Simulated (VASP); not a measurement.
Si16C (a cell with a defect): single point with PBE+D3(BJ)

The system is Si16C (a cell with a defect).

```
Si C
1.0
     0.00000    5.43000    5.43000
     5.43000    0.00000    5.43000
     5.43000    5.43000    0.00000
Si C
16 1
Direct
  0.99667 0.00454 0.97474
  0.06392 0.13566 0.14387
  0.01996 0.96638 0.50603
  0.15819 0.11732 0.60247
  0.98044 0.50463 0.01711
  0.12155 0.63163 0.12189
  0.00765 0.49150 0.49648
  0.11931 0.60317 0.64696
  0.45602 0.03465 0.98706
  0.62123 0.13341 0.09393
  0.56365 0.00337 0.46150
  0.59077 0.21303 0.62530
  0.49590 0.50674 0.99785
  0.60703 0.65837 0.10918
  0.47658 0.57525 0.48168
  0.63413 0.63848 0.62534
  0.77978 0.08852 0.42069
```

* Program: VASP 6.6.1
* Task: single point
* Functional: PBE
* Dispersion: D3(BJ)
* Potentials or basis: VASP PAW PBE potentials, release 64 (Si, C)
* Cutoff: 520 eV
* k mesh: 2 × 2 × 2
* Occupations: gaussian, width 0.05 eV
* Spin: collinear spin, zero start
* Starting moments: [0.0, 0.0, 0.0, 0.0, 0.0, 0.0, 0.0, 0.0, 0.0, 0.0, 0.0, 0.0, 0.0, 0.0, 0.0, 0.0, 0.0] μB
* Dipole correction: no
* Further INCAR settings: LREAL = Auto; ALGO = Normal; EDIFF = 1e-06; NBANDS = 52

```
Pressure                                              : 0.2 GPa
Largest force                                         : 0.150 eV/Å
Band gap on the k mesh                                : 0.02 eV
Net moment                                            : 0.00 μB per cell
Valence electrons inside the program's atomic spheres : Si 1.70, 1.64, 1.67, 1.65, 1.69, 1.72, 1.68, 1.71 (each value once); C 2.43
Dispersion energy per atom                            : -0.311 eV
```

Forces in eV/Å, atoms in the order of the input:
```
Si  -0.020  0.011  0.017
Si   0.072 -0.012 -0.101
Si  -0.033  0.023  0.013
Si   0.007 -0.016 -0.019
Si  -0.016  0.003  0.007
Si   0.003 -0.012 -0.001
Si  -0.001  0.008  0.011
Si   0.024 -0.002  0.003
Si  -0.021  0.018  0.030
Si   0.008 -0.001  0.000
Si   0.003  0.062  0.129
Si   0.054  0.021  0.001
Si   0.007  0.003 -0.006
Si   0.010  0.000  0.006
Si  -0.018  0.006 -0.008
Si  -0.009 -0.005 -0.007
C   -0.070 -0.109 -0.077
```

Stress tensor (GPa, compression positive):
```
 1.73 -0.60  0.98
-0.60 -0.04 -1.67
 0.98 -1.67 -1.16
```

Levels at points of the mesh, in eV from the valence-band top:
Spin up:
```
           k point  band 30  band 31  band 32  band 33  band 34  band 35  band 36  band 37  band 38  band 39
(0.00, 0.00, 0.00)    -1.15    -1.03    -0.64    -0.55    -0.22     0.02     0.26     0.52     0.66     0.87
(0.50, 0.00, 0.00)    -1.33    -1.28    -1.19    -0.92    -0.66     0.66     1.10     1.13     1.26     1.47
(0.00, 0.50, 0.00)    -1.54    -1.14    -1.10    -0.51    -0.32     0.66     0.85     1.08     1.20     1.51
(0.00, 0.00, 0.50)    -1.63    -1.15    -1.04    -0.79    -0.22     0.63     0.95     1.23     1.31     1.35
(0.50, 0.50, 0.50)    -1.47    -1.18    -1.08    -0.69    -0.58     0.61     1.14     1.18     1.26     1.38
(0.50, 0.50, 0.00)    -1.88    -1.68    -1.50    -0.97    -0.55     0.79     1.25     1.51     1.99     2.25
(0.00, 0.50, 0.50)    -1.72    -1.60    -1.53    -0.84     0.00     0.55     1.01     1.47     1.91     2.06
(0.50, 0.00, 0.50)    -1.77    -1.50    -1.50    -0.94    -0.44     0.62     1.09     1.49     1.94     2.17
```
Spin down:
| k point | band 30 | band 31 | band 32 | band 33 | band 34 | band 35 | band 36 | band 37 | band 38 | band 39 |
| --- | --- | --- | --- | --- | --- | --- | --- | --- | --- | --- |
| (0.00, 0.00, 0.00) | -1.15 | -1.03 | -0.64 | -0.55 | -0.22 | 0.02 | 0.26 | 0.52 | 0.66 | 0.87 |
| (0.50, 0.00, 0.00) | -1.33 | -1.28 | -1.19 | -0.92 | -0.66 | 0.66 | 1.10 | 1.13 | 1.26 | 1.47 |
| (0.00, 0.50, 0.00) | -1.54 | -1.14 | -1.10 | -0.51 | -0.32 | 0.66 | 0.85 | 1.08 | 1.20 | 1.51 |
| (0.00, 0.00, 0.50) | -1.63 | -1.15 | -1.04 | -0.79 | -0.22 | 0.63 | 0.95 | 1.23 | 1.31 | 1.35 |
| (0.50, 0.50, 0.50) | -1.47 | -1.18 | -1.08 | -0.69 | -0.58 | 0.61 | 1.14 | 1.18 | 1.26 | 1.38 |
| (0.50, 0.50, 0.00) | -1.88 | -1.68 | -1.50 | -0.97 | -0.55 | 0.79 | 1.25 | 1.51 | 1.99 | 2.25 |
| (0.00, 0.50, 0.50) | -1.72 | -1.60 | -1.53 | -0.84 | 0.00 | 0.55 | 1.01 | 1.47 | 1.91 | 2.06 |
| (0.50, 0.00, 0.50) | -1.77 | -1.50 | -1.50 | -0.94 | -0.44 | 0.62 | 1.09 | 1.49 | 1.94 | 2.17 |

Wall time 7 min on 1 thread of Intel(R) Xeon(R) 6975P-C (Granite Rapids), on a shared host, peak memory 0.71 GiB.

Caveat: the k points lie up to 0.50 Å⁻¹ apart; semilocal functionals underestimate gaps, and a narrow one can read as zero.
